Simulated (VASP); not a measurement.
# GaP (R-3m) in VASP: further runs, part 2 of 2

VASP 6.6.1. Earlier steps stand in the parts before.

## 3. Single point, LDA (18.59 Å³/atom)

INCAR

```
SYSTEM = GaP
PREC     = Accurate       ! precision mode
ENCUT    = 520            ! plane-wave cutoff, eV
EDIFF    = 1E-7           ! SCF threshold, eV
ISMEAR   = 0              ! smearing method
SIGMA    = 0.05           ! smearing width, eV
LREAL    = .False.        ! projectors in reciprocal space
LASPH    = .True.         ! aspherical terms in the spheres
NELM     = 80             ! most SCF steps
ALGO     = Normal         ! electronic algorithm
ISIF     = 2              ! what is computed and relaxed
LWAVE    = .False.        ! write WAVECAR
LCHARG   = .True.         ! write CHGCAR
LELF     = .True.         ! ELF
LVHAR    = .True.       
NBANDS   = 26             ! bands
```

KPOINTS

```
regular mesh
0
Gamma
  9 9 9
  0 0 0
```

POSCAR

```
GaP
1.0
    1.9397908950      1.1199387954      5.7057009385
   -1.9397908950      1.1199387954      5.7057009385
    0.0000000000     -2.2398775908      5.7057009385
Ga P
2 2
Direct
    0.4359784395      0.4359784395      0.4359784395
    0.5640215605      0.5640215605      0.5640215605
    0.0580350955      0.0580350955      0.0580350955
    0.9419649045      0.9419649045      0.9419649045
```

Potentials or basis: VASP PAW LDA potentials, release 64 (Ga_d, P).

Command:

```
cat potpaw_LDA.64/Ga_d/POTCAR potpaw_LDA.64/P/POTCAR > POTCAR
mpirun -np 1 vasp_std > vasp.out
```

OUTCAR:

```text
SYSTEM = GaP
   PREC = Accurate
   ENCUT = 520
   EDIFF = 1E-7
   ISMEAR = 0
   LREAL = .False.
   LASPH = .True.
   NELM = 80
   ISIF = 2

 ion  position               nearest neighbor table
   1  0.436  0.436  0.436-   2 2.19   3 2.37   3 2.37   3 2.37
   2  0.564  0.564  0.564-   1 2.19   4 2.37   4 2.37   4 2.37
   3  0.058  0.058  0.058-   4 1.99   1 2.37   1 2.37   1 2.37
   4  0.942  0.942  0.942-   3 1.99   2 2.37   2 2.37   2 2.37

  LATTYP: Found a trigonal (rhomboedric) cell.
 ALAT       =     6.1296064165
 COS(alpha) =     0.7997029052

  Lattice vectors:

 A1 = (   1.9397908950,   1.1199387954,   5.7057009385)
 A2 = (  -1.9397908950,   1.1199387954,   5.7057009385)
 A3 = (   0.0000000000,  -2.2398775908,   5.7057009385)

Analysis of symmetry for initial positions (statically):
=====================================================================
 Subroutine PRICEL returns:
 Original cell was already a primitive cell.

 Routine SETGRP: Setting up the symmetry group for a
 trigonal (rhombohedral) supercell.

 Subroutine GETGRP returns: Found 12 space group operations
 (whereof 12 operations were pure point group operations)
 out of a pool of 12 trial point group operations.

The static configuration has the point symmetry D_3d.

Analysis of symmetry for dynamics (positions and initial velocities):
=====================================================================
 Subroutine PRICEL returns:
 Original cell was already a primitive cell.

 Routine SETGRP: Setting up the symmetry group for a
 trigonal (rhombohedral) supercell.

 Subroutine GETGRP returns: Found 12 space group operations
 (whereof 12 operations were pure point group operations)
 out of a pool of 12 trial point group operations.

The dynamic configuration has the point symmetry D_3d.

 Subroutine INISYM returns: Found 12 space group operations
 (whereof 12 operations are pure point group operations),
 and found     1 'primitive' translations

----------------------------------------------------------------------------------------

                                     Primitive cell

  volume of cell :      74.3720

  direct lattice vectors                    reciprocal lattice vectors
     1.939790895  1.119938795  5.705700938     0.257759742  0.148817656  0.058421101
    -1.939790895  1.119938795  5.705700938    -0.257759742  0.148817656  0.058421101
     0.000000000 -2.239877591  5.705700938     0.000000000 -0.297635312  0.058421101

  length of vectors
     6.129606417  6.129606417  6.129606417     0.303314695  0.303314695  0.303314695

  position of ions in fractional coordinates (direct lattice)
     0.435978439  0.435978439  0.435978439
     0.564021561  0.564021561  0.564021561
     0.058035096  0.058035096  0.058035096
     0.941964904  0.941964904  0.941964904

  ion indices of the primitive-cell ions
   primitive index   ion index
                 1           1
                 2           2
                 3           3
                 4           4

----------------------------------------------------------------------------------------

 KPOINTS: regular mesh

Automatic generation of k-mesh.
 Grid dimensions read from file:
 generate k-points for:    9    9    9

 Generating k-lattice:

  Cartesian coordinates                     Fractional coordinates (reciprocal lattice)
     0.028639971  0.016535295  0.006491233     0.111111111  0.000000000  0.000000000
    -0.028639971  0.016535295  0.006491233     0.000000000  0.111111111  0.000000000
     0.000000000 -0.033070590  0.006491233     0.000000000  0.000000000  0.111111111

  Length of vectors
     0.033701633  0.033701633  0.033701633

  Shift w.r.t. Gamma in fractional coordinates (k-lattice)
     0.000000000  0.000000000  0.000000000

 Subroutine IBZKPT returns following result:
 ===========================================

 Found     85 irreducible k-points:

 Following reciprocal coordinates:
            Coordinates               Weight
  0.000000  0.000000  0.000000      1.000000
  0.111111  0.000000  0.000000      6.000000
  0.222222  0.000000 -0.000000      6.000000
  0.333333  0.000000  0.000000      6.000000
  0.444444  0.000000 -0.000000      6.000000
  0.111111  0.111111  0.000000      6.000000
[... 16 lines left out ...]
 -0.333333  0.333333  0.000000      6.000000
  0.444444  0.444444 -0.000000      6.000000
 [... further k-points ...]
   k-points           NKPTS =     85   k-points in BZ     NKDIM =     85   number of bands    NBANDS=     26
   number of dos      NEDOS =    301   number of ions     NIONS =      4
   total plane-waves  NPLWV = 110592
   dimension x,y,z NGX =    48 NGY =   48 NGZ =   48
   dimension x,y,z NGXF=    96 NGYF=   96 NGZF=   96
   ions per type =               2   2
   NGX,Y,Z   is equivalent  to a cutoff of  13.02, 13.02, 13.02 a.u.
   NGXF,Y,Z  is equivalent  to a cutoff of  26.04, 26.04, 26.04 a.u.
 SYSTEM =  GaP
   PREC   = accura    normal or accurate (medium, high low for compatibility)
   ISTART =      0    job   : 0-new  1-cont  2-samecut
   ICHARG =      2    charge: 1-file 2-atom 10-const
   ISPIN  =      1    spin polarized calculation?
   LNONCOLLINEAR =      F non collinear calculations
   LSORBIT =      F    spin-orbit coupling
   LASPH  =      T    aspherical Exc in radial PAW
   ENCUT  =  520.0 eV  38.22 Ry    6.18 a.u.  11.40 11.40 11.40*2*pi/ulx,y,z
   NELM   =     80;   NELMIN=  2; NELMDL= -5     # of ELM steps
   EDIFF  = 0.1E-06   stopping-criterion for ELM
   LREAL  =      F    real-space projection
   EDIFFG = 0.1E-05   stopping-criterion for IOM
   NSW    =      0    number of steps for IOM
   IBRION =     -1    ionic relax: 0-MD 1-quasi-New 2-CG
   NFREE  =      0    steps in history (QN), initial steepest desc. (CG)
   ISIF   =      2    stress and relaxation
   ISYM   =      2    0-nonsym 1-usesym 2-fastsym
   POTIM  = 0.5000    time-step for ionic-motion
   TEBEG  =    0.0;   TEEND  =   0.0 temperature during run
   PSTRESS=    0.0 pullay stress
   NELECT =      36.0000    total number of electrons
   NUPDOWN=      -1.0000    fix difference up-down
   EMIN   =  10.00;   EMAX   =-10.00  energy-range for DOS
   EFERMI =   0.00;   METHOD = LEGACY
   ISMEAR =     0;   SIGMA  =   0.05  broadening in eV -4-tet -1-fermi 0-gaus
   EFERMI_NEDOS =   21; number of points for ismear=-14 and -15
   IALGO  =     38    algorithm
   IMIX   =      4    mixing-type and parameters
     AMIX     =   0.40;   BMIX     =  1.00
     AMIX_MAG =   1.60;   BMIX_MAG =  1.00
  volume/ion in A,a.u.               =      18.59       125.47
  Fermi-wavevector in a.u.,A,eV,Ry     =   1.285403  2.429059 22.480360  1.652260
  Thomas-Fermi vector in A             =   2.417539
   LORBIT       =      0    0 simple, 1 ext, 2 COOP (PROOUT), +10 PAW based schemes
   GGA     = CA    functional components
   LHFCALC =     F    Hartree Fock is set to
   AEXX    =    0.0000 exact exchange contribution
   IVDW    =     0    specifies the selected vdW correction
   LEPSILON=     F    determine dielectric tensor
   LRPA    =     F    only Hartree local field effects (RPA)
 non-spin polarized calculation
 Gauss-broadening in eV      SIGMA  =   0.05
  energy-cutoff  :      520.00
  volume of cell :       74.37
 maximum number of plane-waves:      2023
 NGX is ok and might be reduce to    48
   NGX = 23   NGY = 23   NGZ = 23

 number of electron      35.9999995 magnetization

 Free energy of the ion-electron system (eV)
  ---------------------------------------------------
  ext. energy  EPLUGINS =         0.00000000
  ---------------------------------------------------
  free energy    TOTEN  =       -19.68426173 eV

  energy without entropy =      -19.68426169  energy(sigma->0) =      -19.68426171

 E-fermi :   5.8616     XC(G=0): -10.5316

 val. band max:        5.7173881717   @ k =   0.0000   0.0000   0.0000
 cond. band min:       6.0086340327   @ k =   0.1111   0.1111   0.1111
 fundamental gap:      0.2912458611
 Fermi energy:         5.8615570010

 k-point     1 :       0.0000    0.0000    0.0000
  band No.  band energies     occupation
      1      -9.6248      2.00000
      2      -9.3275      2.00000
      3      -9.3275      2.00000
      4      -9.2131      2.00000
      5      -9.2131      2.00000
      6      -9.1379      2.00000
[... 685 lines left out ...]
     25      14.0589      0.00000
     26      15.2405      0.00000

 [... further k-points ...]

------------------------ aborting loop because EDIFF is reached ----------------------------------------

  FORCE on cell =-STRESS in cart. coord.  units (eV):
  Direction    XX          YY          ZZ          XY          YZ          ZX
  --------------------------------------------------------------------------------------
  -------------------------------------------------------------------------------------
  Total       -1.4127169     -1.4127169     15.3297559     -0.0000000     -0.0000000      0.0000000
  in kB      -30.4338054    -30.4338054    330.2450845     -0.0000000     -0.0000000      0.0000000
  external PRESSURE =      89.7924913 kB  Pullay stress =       0.0000000 kB

 VOLUME and BASIS-vectors are now :
 -----------------------------------------------------------------------------
  energy-cutoff  :      520.00
  volume of cell :       74.37
      direct lattice vectors                 reciprocal lattice vectors
     1.939790895  1.119938795  5.705700938     0.257759742  0.148817656  0.058421101
    -1.939790895  1.119938795  5.705700938    -0.257759742  0.148817656  0.058421101
     0.000000000 -2.239877591  5.705700938     0.000000000 -0.297635312  0.058421101

 POSITION                                       TOTAL-FORCE (eV/Angst)
 -----------------------------------------------------------------------------------
      0.00000      0.00000      7.46269         0.000000      0.000000     -1.644066
      0.00000      0.00000      9.65442         0.000000      0.000000      1.644066
      0.00000      0.00000      0.99339         0.000000      0.000000      3.055412
      0.00000      0.00000     16.12371         0.000000      0.000000     -3.055412
 -----------------------------------------------------------------------------------
    total drift:                                0.000000      0.000000      0.000000

  FREE ENERGIE OF THE ION-ELECTRON SYSTEM (eV)
  ---------------------------------------------------
  free  energy   TOTEN  =       -19.6842617263 eV

  energy  without entropy=      -19.6842616877  energy(sigma->0) =      -19.68426171
```

Run time: 3.7 min. Hardware: 1 thread of Intel Xeon 6975P-C (Granite Rapids), shared host; peak memory 0.33 GiB.

Results:

| Property | Result |
| --- | --- |
| Free energy | -19.6843 eV |
| Pressure | 9.0 GPa |
| Largest force | 3.055 eV/Å |
| Band gap on the k mesh | 0.29 eV |

Forces on the atoms (eV/Å):
```
Ga   0.000  0.000 -1.644
Ga   0.000  0.000  1.644
P    0.000  0.000  3.055
P    0.000  0.000 -3.055
```

Levels at points of the mesh, in eV from the valence-band top:
```csv
k point,band 15,band 16,band 17,band 18,band 19,band 20,band 21,band 22
"(0.00, 0.00, 0.00)",-2.67,-0.06,0.00,0.00,0.30,2.07,3.03,3.03
```

Caveat: the stress differs along the axes, from -3 to 33 GPa; semilocal functionals underestimate gaps, and a narrow one can read as zero; forces of over 1 eV/Å act on the atoms, so gaps and moduli don't describe the material at rest. A k mesh can miss the band edges.

## 4. Single point, LDA (18.59 Å³/atom)

INCAR

```
SYSTEM = GaP
PREC = Accurate
ENCUT = 520
EDIFF = 1E-6
ISMEAR = 0
SIGMA = 0.05
LREAL = .FALSE.
LASPH = .TRUE.
NELM = 80
ALGO = Normal
ISIF = 2
LWAVE = .FALSE.
LCHARG = .FALSE.
GGA = CA
NBANDS = 26
```

KPOINTS

```
regular mesh
0
G
  9 9 9
  0 0 0
```

POSCAR

```
GaP
1.0
    1.8629058654      1.0755492029      6.1863860437
   -1.8629058654      1.0755492029      6.1863860437
    0.0000000000     -2.1510984057      6.1863860437
Ga P
2 2
Direct
    0.4359784395      0.4359784395      0.4359784395
    0.5640215605      0.5640215605      0.5640215605
    0.0580350955      0.0580350955      0.0580350955
    0.9419649045      0.9419649045      0.9419649045
```

Command:

```
cat potpaw_LDA.64/Ga_d/POTCAR potpaw_LDA.64/P/POTCAR > POTCAR
mpirun -np 1 vasp_std > vasp.out
```

Wall time 3.9 min (1 thread of Intel Xeon 6975P-C (Granite Rapids), shared host); peak memory 0.35 GiB.

It converged, with:

```
Free energy            : -20.3390 eV
Pressure               : 5.4 GPa
Largest force          : 0.079 eV/Å
Band gap on the k mesh : 0.68 eV (least direct gap 1.28 eV)
```

Forces in eV/Å, atoms in the order of the input:
```
Ga   0.000  0.000  0.051
Ga   0.000  0.000 -0.051
P    0.000  0.000  0.079
P    0.000  0.000 -0.079
```

Stress tensor (GPa, compression positive):
```
5.21 0.00 0.00
0.00 5.21 0.00
0.00 0.00 5.67
```

Levels at points of the mesh, in eV from the valence-band top:
```csv
k point,band 16,band 17,band 18,band 19,band 20,band 21
"(0.00, 0.00, 0.00)",-0.27,0.00,0.00,1.28,2.22,2.87
```

Caveat: the cell stands under pressure; semilocal functionals underestimate gaps, and a narrow one can read as zero. A k mesh can miss the band edges.

## 5. The runs side by side

| cell | gap on the mesh (eV) | pressure (GPa) | largest force (eV/Å) |
| --- | --- | --- | --- |
| a = 6.334 Å, angles 34.9°, 4 atoms | 0.76 | 6.5 | 1.31 |
| a = 6.130 Å, angles 36.9°, 4 atoms | 0.29 | 9.0 | 3.06 |
| a = 6.550 Å, angles 33.0°, 4 atoms | 0.68 | 5.4 | 0.08 |

Alike in all rows: task single point; level LDA; potentials or basis VASP PAW LDA potentials, release 64 (Ga_d, P); no spin polarisation; k mesh 9 × 9 × 9; cutoff (eV) 520; smearing gaussian 0.05 eV.

Caveats: semilocal functionals underestimate gaps, and a narrow one can read as zero; forces of over 1 eV/Å act on the atoms, so gaps and moduli don't describe the material at rest (at least some runs); the stress differs along the axes, from 1 to 18 GPa (at least some runs); the stress differs along the axes, from -3 to 33 GPa (at least some runs); the cell stands under pressure (at least some runs).

Total energies depend on the potentials used, so only differences within one code and one set of settings carry meaning.
